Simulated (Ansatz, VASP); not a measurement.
## CoO in VASP and in Ansatz

File INCAR:

```
SYSTEM = CoO
PREC     = Accurate       ! precision mode
ENCUT    = 520            ! plane-wave cutoff, eV
EDIFF    = 1E-6           ! SCF threshold, eV
ISMEAR   = -1             ! smearing method
SIGMA    = 0.05           ! smearing width, eV
LREAL    = .False.        ! projectors in reciprocal space
LASPH    = .True.         ! aspherical terms in the spheres
NELM     = 150            ! most SCF steps
ALGO     = Normal         ! electronic algorithm
ISIF     = 2              ! what is computed and relaxed
LWAVE    = .False.        ! write WAVECAR
LCHARG   = .False.        ! write CHGCAR
ISPIN    = 2              ! spin polarisation
MAGMOM   = 2.5 0          ! initial moments
LORBIT   = 11             ! projections on sites
NUPDOWN  = 2.5            ! fixed moment
LMAXMIX  = 4              ! l up to which the mixer works
GGA      = PS             ! functional
NBANDS   = 18             ! bands
```

KPOINTS

```
Automatic mesh
0
Gamma
  9 9 9
  0 0 0
```

File POSCAR:

```
CoO
1.0
    1.5054695445      0.8691832468      2.4399269062
   -1.5054695445      0.8691832468      2.4399269062
    0.0000000000     -1.7383664936      2.4399269062
Co O
1 1
Direct
    0.0000000000      0.0000000000      0.0000000000
    0.5000000000      0.5000000000      0.5000000000
```

File input.yaml:

```yaml
crystal:
  lattice:
    - [1.5054695445, 0.8691832468, 2.4399269062]
    - [-1.5054695445, 0.8691832468, 2.4399269062]
    - [0.0, -1.7383664936, 2.4399269062]
  atoms:
    - { symbol: Co, position: [0.0, 0.0, 0.0], spin: 2.5 }
    - { symbol: O, position: [0.5, 0.5, 0.5] }
hamiltonian:
  xc: pbesol
  pseudopotentials: { kind: paw }
magnetization:
  spin_polarized: true
  initial_magnetization: 2.5
  spin_locking: { lock_magnetization: hard }
kpoints:
  mp_grid: { grid: [9, 9, 9] }
scf:
  occupations: { method: fermi_dirac, width: 0.05 }
  lower_state_search: "off"
output:
  forces: true
  stress: true
  eigenvalues: true
  write_density: true
  write_potential: true
  elf: true
  volumetric_format: npy
```

Alike in both runs: task single point; functional PBEsol; k mesh 9 × 9 × 9; occupations fermi-dirac, width 0.05 eV; collinear spin; fixed moment 2.5 μB.

|  | VASP | Ansatz |
| --- | --- | --- |
| version | VASP 6.6.1 | Ansatz 0.2.0 |
| potentials or method | VASP PAW PBE potentials, release 64 (Co, O) | Ansatz PAW |
| plane-wave cutoff (eV) | 520 | 420 |
| valence electrons in the cell | 15 | 23 |

```tsv
	VASP	Ansatz	Ansatz less VASP
pressure (GPa)	-13.7	-13.2	+0.49
traceless stress, the component that is largest in VASP (GPa)	-0.24	-0.27	-0.028
net moment per atom (μB)	1.25	1.25	0.000
size of the moment on the site where the two differ most (μB)	2.26	2.18	-0.078
```

VASP's potentials were made for PBE, not for PBEsol. Site moments also hang on the region over which each program counts them. With one functional, cell and mesh, what is left measures potentials, basis and numerics. VASP's potentials hold 15 valence electrons a cell and Ansatz's 23, so a difference there can come from the potentials and not from the codes.
